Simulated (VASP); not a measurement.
Set up this calculation in VASP 6.6.1, as the native input.

| Property | Result |
| --- | --- |
| Task | single point |
| Functional | r2SCAN |
| Potentials or basis | VASP PAW PBE potentials, release 64 (Ga_d) |
| Cutoff | 520 eV |
| k mesh | 11 × 11 × 9 |
| Occupations | fermi-dirac, width 0.1 eV |
| Spin | no spin polarisation |
| Dipole correction | no |
| Further INCAR settings | ALGO = Normal; EDIFF = 1e-06; NBANDS = 34 |

Ga:

```
Ga
1.0
     2.20169   -3.74196    0.00000
     2.20169    3.74196    0.00000
     0.00000    0.00000    4.47335
Ga
4
Direct
  0.84423 0.15577 0.08558
  0.65577 0.34423 0.58558
  0.15577 0.84423 0.91442
  0.34423 0.65577 0.41442
```

The input as run:

POSCAR

```
Ga
1.0
    2.2016864978     -3.7419623247      0.0000000000
    2.2016864978      3.7419623247      0.0000000000
    0.0000000000      0.0000000000      4.4733545923
Ga
4
Direct
    0.8442341898      0.1557658102      0.0855794274
    0.6557658102      0.3442341898      0.5855794274
    0.1557658102      0.8442341898      0.9144205726
    0.3442341898      0.6557658102      0.4144205726
```

INCAR.step1

```
ALGO     = Normal         # electronic algorithm
EDIFF    = 1E-4           # SCF threshold, eV
ENCUT    = 520            # plane-wave cutoff, eV
GGA      = PE             # functional
ISMEAR   = -1             # smearing method
LASPH    = T              # aspherical terms in the spheres
LCHARG   = F              # write CHGCAR
LREAL    = F              # projectors in reciprocal space
LWAVE    = T              # write WAVECAR
NBANDS   = 34             # bands
NELM     = 100            # most SCF steps
PREC     = Accurate       # precision mode
SIGMA    = 0.1            # smearing width, eV
```

INCAR.step2

```
ALGO     = Normal         # electronic algorithm
EDIFF    = 1E-6           # SCF threshold, eV
ENCUT    = 520            # plane-wave cutoff, eV
ISIF     = 2              # what is computed and relaxed
ISMEAR   = -1             # smearing method
ISTART   = 1            
LASPH    = T              # aspherical terms in the spheres
LCHARG   = F              # write CHGCAR
LMIXTAU  = T            
LREAL    = F              # projectors in reciprocal space
LWAVE    = F              # write WAVECAR
METAGGA  = R2SCAN         # meta-GGA
NBANDS   = 34             # bands
NELM     = 100            # most SCF steps
PREC     = Accurate       # precision mode
SIGMA    = 0.1            # smearing width, eV
```

KPOINTS

```
k-points
0
Gamma
  11 11 9
```

Potentials or basis: VASP PAW PBE potentials, release 64 (Ga_d).

Run with:

```bash
$ cat potpaw_PBE.64/Ga_d/POTCAR > POTCAR
$ cp INCAR.step1 INCAR
$ mpirun -np 1 vasp_std > vasp.out
$ cp INCAR.step2 INCAR
$ mpirun -np 1 vasp_std > vasp.out
```

It gave:

```
Pressure               : 3.0 GPa
Band gap on the k mesh : zero (bands 26 and 27 overlap by 1.32 eV)
```

Caveat: the PAW data sets were made with another functional, which shifts forces and pressure a little.

Run time: 25 min on 1 thread of Intel Xeon 8259CL, on a shared host, peak memory 0.42 GiB.
